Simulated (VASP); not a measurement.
# Li2Se (Fm-3m) in VASP: a series of runs

Runs on Li2Se. Level: PBEsol. Tasks: single point.

All numbers are computed with VASP 6.6.1; they aren't measurements. Logs are shortened: lines on timing, memory, paths and dates and some standing lists are left out, and cuts for length are marked.

**1. The cell of the first run**

Symmetry: Fm-3m, No. 225, cubic system. The conventional cell has a = 5.945 Å, b = 5.945 Å, c = 5.945 Å, α = 90.00°, β = 90.00°, γ = 90.00°. Within 3.4 Å of Li (site symmetry -43m) lie 4 Se at 2.57 Å and 6 Li at 2.97 Å. Within 3.4 Å of Se (site symmetry m-3m) lie 8 Li at 2.57 Å.

**2. Single point, PBEsol**

INCAR reads:

```
SYSTEM = Li2Se
  PREC = Accurate
  ENCUT = 750
  EDIFF = 1E-6
  ISMEAR = 0
  SIGMA = 0.01
  LREAL = .False.
  LASPH = .True.
  NELM = 120
  ALGO = Normal
  ISIF = 2
  LWAVE = .False.
  LCHARG = .True.
  GGA = PS
  LELF = .True.
  LVHAR = .True.
  NBANDS = 13
  GGA_COMPAT = .False.
```

KPOINTS reads:

```
Automatic mesh
0
Gamma
  6 6 6
  0 0 0
```

POSCAR reads:

```
Li2Se
1.0
    0.0000000000      2.9723761877      2.9723761877
    2.9723761877      0.0000000000      2.9723761877
    2.9723761877      2.9723761877      0.0000000000
Li Se
2 1
Direct
    0.2500000000      0.2500000000      0.2500000000
    0.7500000000      0.7500000000      0.7500000000
    0.0000000000      0.0000000000      0.0000000000
```

Potentials or basis: VASP PAW PBE potentials, release 64 (Li_sv, Se).

The run is started by

```bash
cat potpaw_PBE.64/Li_sv/POTCAR potpaw_PBE.64/Se/POTCAR > POTCAR
mpirun -np 1 vasp_std > vasp.out
```

OUTCAR:

```text
SYSTEM = Li2Se
   PREC = Accurate
   ENCUT = 750
   EDIFF = 1E-6
   ISMEAR = 0
   LREAL = .False.
   LASPH = .True.
   NELM = 120
   ISIF = 2
   GGA = PS

 ion  position               nearest neighbor table
   1  0.250  0.250  0.250-   3 2.57   3 2.57   3 2.57   3 2.57
   2  0.750  0.750  0.750-   3 2.57   3 2.57   3 2.57   3 2.57
   3  0.000  0.000  0.000-   2 2.57   2 2.57   2 2.57   1 2.57   2 2.57   1 2.57   1 2.57   1 2.57

  LATTYP: Found a face centered cubic cell.
 ALAT       =     5.9447523754

  Lattice vectors:

 A1 = (   0.0000000000,   2.9723761877,   2.9723761877)
 A2 = (   2.9723761877,   0.0000000000,   2.9723761877)
 A3 = (   2.9723761877,   2.9723761877,   0.0000000000)

Analysis of symmetry for initial positions (statically):
=====================================================================
 Subroutine PRICEL returns:
 Original cell was already a primitive cell.

 Routine SETGRP: Setting up the symmetry group for a
 face centered cubic supercell.

 Subroutine GETGRP returns: Found 48 space group operations
 (whereof 48 operations were pure point group operations)
 out of a pool of 48 trial point group operations.

The static configuration has the point symmetry O_h .

Analysis of symmetry for dynamics (positions and initial velocities):
=====================================================================
 Subroutine PRICEL returns:
 Original cell was already a primitive cell.

 Routine SETGRP: Setting up the symmetry group for a
 face centered cubic supercell.

 Subroutine GETGRP returns: Found 48 space group operations
 (whereof 48 operations were pure point group operations)
 out of a pool of 48 trial point group operations.

The dynamic configuration has the point symmetry O_h .

 Subroutine INISYM returns: Found 48 space group operations
 (whereof 48 operations are pure point group operations),
 and found     1 'primitive' translations

----------------------------------------------------------------------------------------

                                     Primitive cell

  volume of cell :      52.5220

  direct lattice vectors                    reciprocal lattice vectors
     0.000000000  2.972376188  2.972376188    -0.168215585  0.168215585  0.168215585
     2.972376188  0.000000000  2.972376188     0.168215585 -0.168215585  0.168215585
     2.972376188  2.972376188  0.000000000     0.168215585  0.168215585 -0.168215585

  length of vectors
     4.203574717  4.203574717  4.203574717     0.291357940  0.291357940  0.291357940

  position of ions in fractional coordinates (direct lattice)
     0.250000000  0.250000000  0.250000000
     0.750000000  0.750000000  0.750000000
     0.000000000  0.000000000  0.000000000

  ion indices of the primitive-cell ions
   primitive index   ion index
                 1           1
                 2           2
                 3           3

----------------------------------------------------------------------------------------

 KPOINTS: Automatic mesh

Automatic generation of k-mesh.
 Grid dimensions read from file:
 generate k-points for:    6    6    6

 Generating k-lattice:

  Cartesian coordinates                     Fractional coordinates (reciprocal lattice)
    -0.028035931  0.028035931  0.028035931     0.166666667  0.000000000  0.000000000
     0.028035931 -0.028035931  0.028035931     0.000000000  0.166666667  0.000000000
     0.028035931  0.028035931 -0.028035931     0.000000000  0.000000000  0.166666667

  Length of vectors
     0.048559657  0.048559657  0.048559657

  Shift w.r.t. Gamma in fractional coordinates (k-lattice)
     0.000000000  0.000000000  0.000000000

 Subroutine IBZKPT returns following result:
 ===========================================

 Found     16 irreducible k-points:

 Following reciprocal coordinates:
            Coordinates               Weight
  0.000000  0.000000  0.000000      1.000000
  0.166667  0.000000  0.000000      8.000000
  0.333333  0.000000  0.000000      8.000000
  0.500000  0.000000  0.000000      4.000000
  0.166667  0.166667  0.000000      6.000000
  0.333333  0.166667  0.000000     24.000000
[... 8 lines left out ...]
 -0.333333  0.333333  0.166667     24.000000
 -0.333333  0.500000  0.166667     12.000000
   k-points           NKPTS =     16   k-points in BZ     NKDIM =     16   number of bands    NBANDS=     13
   number of dos      NEDOS =    301   number of ions     NIONS =      3
   total plane-waves  NPLWV =  64000
   dimension x,y,z NGX =    40 NGY =   40 NGZ =   40
   dimension x,y,z NGXF=    80 NGYF=   80 NGZF=   80
   ions per type =               2   1
   NGX,Y,Z   is equivalent  to a cutoff of  15.82, 15.82, 15.82 a.u.
   NGXF,Y,Z  is equivalent  to a cutoff of  31.64, 31.64, 31.64 a.u.
 SYSTEM =  Li2Se
   PREC   = accura    normal or accurate (medium, high low for compatibility)
   ISTART =      0    job   : 0-new  1-cont  2-samecut
   ICHARG =      2    charge: 1-file 2-atom 10-const
   ISPIN  =      1    spin polarized calculation?
   LNONCOLLINEAR =      F non collinear calculations
   LSORBIT =      F    spin-orbit coupling
   LASPH  =      T    aspherical Exc in radial PAW
   ENCUT  =  750.0 eV  55.12 Ry    7.42 a.u.   9.39  9.39  9.39*2*pi/ulx,y,z
   NELM   =    120;   NELMIN=  2; NELMDL= -5     # of ELM steps
   EDIFF  = 0.1E-05   stopping-criterion for ELM
   LREAL  =      F    real-space projection
   EDIFFG = 0.1E-04   stopping-criterion for IOM
   NSW    =      0    number of steps for IOM
   IBRION =     -1    ionic relax: 0-MD 1-quasi-New 2-CG
   NFREE  =      0    steps in history (QN), initial steepest desc. (CG)
   ISIF   =      2    stress and relaxation
   ISYM   =      2    0-nonsym 1-usesym 2-fastsym
   POTIM  = 0.5000    time-step for ionic-motion
   TEBEG  =    0.0;   TEEND  =   0.0 temperature during run
   PSTRESS=    0.0 pullay stress
   NELECT =      12.0000    total number of electrons
   NUPDOWN=      -1.0000    fix difference up-down
   EMIN   =  10.00;   EMAX   =-10.00  energy-range for DOS
   EFERMI =   0.00;   METHOD = LEGACY
   ISMEAR =     0;   SIGMA  =   0.01  broadening in eV -4-tet -1-fermi 0-gaus
   EFERMI_NEDOS =   21; number of points for ismear=-14 and -15
   IALGO  =     38    algorithm
   IMIX   =      4    mixing-type and parameters
     AMIX     =   0.40;   BMIX     =  1.00
     AMIX_MAG =   1.60;   BMIX_MAG =  1.00
  volume/ion in A,a.u.               =      17.51       118.15
  Fermi-wavevector in a.u.,A,eV,Ry     =   1.000817  1.891270 13.628075  1.001635
  Thomas-Fermi vector in A             =   2.133199
   LORBIT       =      0    0 simple, 1 ext, 2 COOP (PROOUT), +10 PAW based schemes
   GGA     = PS    functional components
   LHFCALC =     F    Hartree Fock is set to
   AEXX    =    0.0000 exact exchange contribution
   IVDW    =     0    specifies the selected vdW correction
   LEPSILON=     F    determine dielectric tensor
   LRPA    =     F    only Hartree local field effects (RPA)
 non-spin polarized calculation
 Gauss-broadening in eV      SIGMA  =   0.01
  energy-cutoff  :      750.00
  volume of cell :       52.52
 maximum number of plane-waves:      2475
 NGX is ok and might be reduce to    40
   NGX = 19   NGY = 19   NGZ = 19

 number of electron      12.0000000 magnetization

 Free energy of the ion-electron system (eV)
  ---------------------------------------------------
  ext. energy  EPLUGINS =         0.00000000
  ---------------------------------------------------
  free energy    TOTEN  =       -11.55939745 eV

  energy without entropy =      -11.55939745  energy(sigma->0) =      -11.55939745

 E-fermi :   1.1580     XC(G=0):  -8.4920

 val. band max:        1.0920730916   @ k =   0.0000   0.0000   0.0000
 cond. band min:       3.9003930598   @ k =   0.5000   0.5000   0.0000
 fundamental gap:      2.8083199682
 Fermi energy:         1.1579708233

 k-point     1 :       0.0000    0.0000    0.0000
  band No.  band energies     occupation
      1     -42.8796      2.00000
      2     -42.8507      2.00000
      3     -10.3989      2.00000
      4       1.0921      2.00000
      5       1.0921      2.00000
      6       1.0921      2.00000
      7       4.4564      0.00000
      8       6.6712      0.00000
      9       6.6712      0.00000
     10       6.6712      0.00000
     11      11.7230      0.00000
     12      11.7230      0.00000
     13      12.0164      0.00000

 k-point     2 :       0.1667    0.0000    0.0000
  band No.  band energies     occupation
      1     -42.8776      2.00000
      2     -42.8525      2.00000
      3     -10.3099      2.00000
      4       0.0143      2.00000
      5       0.9296      2.00000
      6       0.9296      2.00000
      7       5.2017      0.00000
      8       7.0441      0.00000
      9       7.0441      0.00000
     10       7.3466      0.00000
     11      10.2058      0.00000
     12      10.2058      0.00000
     13      12.2212      0.00000

 k-point     3 :       0.3333    0.0000    0.0000
  band No.  band energies     occupation
      1     -42.8720      2.00000
      2     -42.8575      2.00000
      3     -10.1159      2.00000
      4      -1.3917      2.00000
      5       0.6563      2.00000
      6       0.6563      2.00000
      7       5.9414      0.00000
      8       7.1733      0.00000
      9       7.1733      0.00000
     10       8.5505      0.00000
     11      10.7060      0.00000
     12      10.7060      0.00000
     13      12.9760      0.00000

 k-point     4 :       0.5000    0.0000    0.0000
  band No.  band energies     occupation
      1     -42.8646      2.00000
      2     -42.8646      2.00000
      3     -10.0093      2.00000
      4      -1.9519      2.00000
      5       0.5386      2.00000
      6       0.5386      2.00000
      7       6.2356      0.00000
      8       6.9926      0.00000
      9       6.9926      0.00000
     10       8.9976      0.00000
     11      12.6824      0.00000
     12      12.6824      0.00000
     13      13.7823      0.00000

 k-point     5 :       0.1667    0.1667    0.0000
  band No.  band energies     occupation
      1     -42.8771      2.00000
      2     -42.8529      2.00000
      3     -10.2808      2.00000
      4       0.1886      2.00000
      5       0.6063      2.00000
      6       0.6063      2.00000
      7       5.3709      0.00000
      8       6.8239      0.00000
      9       7.5735      0.00000
     10       7.5735      0.00000
     11       9.0631      0.00000
     12      12.1653      0.00000
     13      12.8976      0.00000
[... 129 lines left out ...]
 k-point    14 :       0.5000    0.3333    0.1667
  band No.  band energies     occupation
      1     -42.8694      2.00000
      2     -42.8597      2.00000
      3      -9.9877      2.00000
      4      -1.2516      2.00000
      5      -0.4122      2.00000
      6       0.0995      2.00000
      7       5.8389      0.00000
      8       7.4689      0.00000
      9       8.0188      0.00000
     10       9.7900      0.00000
     11      10.3187      0.00000
     12      12.4821      0.00000
     13      14.5779      0.00000

 k-point    15 :      -0.3333    0.3333    0.1667
  band No.  band energies     occupation
      1     -42.8645      2.00000
      2     -42.8645      2.00000
      3      -9.9164      2.00000
      4      -1.4224      2.00000
      5      -0.6017      2.00000
      6      -0.1795      2.00000
      7       6.2653      0.00000
      8       7.1142      0.00000
      9       9.3997      0.00000
     10       9.8759      0.00000
     11      10.0154      0.00000
     12      12.0362      0.00000
     13      13.8213      0.00000

 k-point    16 :      -0.3333    0.5000    0.1667
  band No.  band energies     occupation
      1     -42.8668      2.00000
      2     -42.8620      2.00000
      3      -9.8862      2.00000
      4      -1.0935      2.00000
      5      -0.6953      2.00000
      6      -0.6721      2.00000
      7       5.2335      0.00000
      8       8.1868      0.00000
      9       8.6593      0.00000
     10      10.4510      0.00000
     11      11.8755      0.00000
     12      12.7750      0.00000
     13      13.1713      0.00000

------------------------ aborting loop because EDIFF is reached ----------------------------------------

  FORCE on cell =-STRESS in cart. coord.  units (eV):
  Direction    XX          YY          ZZ          XY          YZ          ZX
  --------------------------------------------------------------------------------------
  -------------------------------------------------------------------------------------
  Total        0.0063485      0.0063485      0.0063485      0.0000000      0.0000000     -0.0000000
  in kB        0.1936610      0.1936610      0.1936610      0.0000000      0.0000000     -0.0000000
  external PRESSURE =       0.1936610 kB  Pullay stress =       0.0000000 kB

 VOLUME and BASIS-vectors are now :
 -----------------------------------------------------------------------------
  energy-cutoff  :      750.00
  volume of cell :       52.52
      direct lattice vectors                 reciprocal lattice vectors
     0.000000000  2.972376188  2.972376188    -0.168215585  0.168215585  0.168215585
     2.972376188  0.000000000  2.972376188     0.168215585 -0.168215585  0.168215585
     2.972376188  2.972376188  0.000000000     0.168215585  0.168215585 -0.168215585

 POSITION                                       TOTAL-FORCE (eV/Angst)
 -----------------------------------------------------------------------------------
      1.48619      1.48619      1.48619         0.000000      0.000000     -0.000000
      4.45856      4.45856      4.45856        -0.000000     -0.000000      0.000000
      0.00000      0.00000      0.00000         0.000000     -0.000000      0.000000
 -----------------------------------------------------------------------------------
    total drift:                                0.000000     -0.000000      0.000000

  FREE ENERGIE OF THE ION-ELECTRON SYSTEM (eV)
  ---------------------------------------------------
  free  energy   TOTEN  =       -11.5593974467 eV

  energy  without entropy=      -11.5593974467  energy(sigma->0) =      -11.55939745
```

Run time: 50 s. Hardware: 1 thread of Intel Xeon 8259CL, shared host; peak memory 0.24 GiB.

Results:

- Free energy: -11.5594 eV
- Pressure: 0.0 GPa
- Band gap on the k mesh: 2.81 eV (least direct gap 3.36 eV)

Levels at points of the mesh, in eV from the valence-band top:
| k point | band 3 | band 4 | band 5 | band 6 | band 7 | band 8 | band 9 | band 10 |
| --- | --- | --- | --- | --- | --- | --- | --- | --- |
| (0.00, 0.00, 0.00) | -11.49 | 0.00 | 0.00 | 0.00 | 3.36 | 5.58 | 5.58 | 5.58 |
| (0.50, 0.00, 0.00) | -11.10 | -3.04 | -0.55 | -0.55 | 5.14 | 5.90 | 5.90 | 7.91 |
| (0.50, 0.50, 0.00) | -10.98 | -2.37 | -1.52 | -1.52 | 2.81 | 6.20 | 10.42 | 10.42 |

Caveat: the PAW data sets were made with another functional, which shifts forces and pressure a little. PBEsol gaps usually lie below the measured ones, often by a third to a half.

**3. Single point, PBEsol**

INCAR reads:

```
PREC = Accurate
ENCUT = 750
EDIFF = 1E-6
ISMEAR = 0
SIGMA = 0.01
LREAL = False
LASPH = True
NELM = 120
ALGO = Normal
ISIF = 2
LWAVE = False
LCHARG = True
GGA = PS
LELF = True
LVHAR = True
NBANDS = 13
GGA_COMPAT = False
```

KPOINTS reads:

```
Automatic mesh
0
Gamma
  6 6 6
```

POSCAR is that of step 2.

Potentials or basis: VASP PAW PBE potentials, release 64 (Li_sv, Se).

The run is started by

```bash
cat potpaw_PBE.64/Li_sv/POTCAR potpaw_PBE.64/Se/POTCAR > POTCAR
mpirun -np 1 vasp_std > vasp.out
```

Run time: 48 s. Hardware: 1 thread of Intel Xeon 8259CL, shared host; peak memory 0.23 GiB.

Results (log left out):

```
Free energy            : -11.5594 eV
Pressure               : 0.0 GPa
Band gap on the k mesh : 2.81 eV (least direct gap 3.36 eV)
```

Levels at points of the mesh, in eV from the valence-band top:
| k point | band 3 | band 4 | band 5 | band 6 | band 7 | band 8 | band 9 | band 10 |
| --- | --- | --- | --- | --- | --- | --- | --- | --- |
| (0.00, 0.00, 0.00) | -11.49 | 0.00 | 0.00 | 0.00 | 3.36 | 5.58 | 5.58 | 5.58 |
| (0.50, 0.00, 0.00) | -11.10 | -3.04 | -0.55 | -0.55 | 5.14 | 5.90 | 5.90 | 7.91 |
| (0.50, 0.50, 0.00) | -10.98 | -2.37 | -1.52 | -1.52 | 2.81 | 6.20 | 10.42 | 10.42 |

Caveat: the PAW data sets were made with another functional, which shifts forces and pressure a little. A k mesh can miss the band edges.
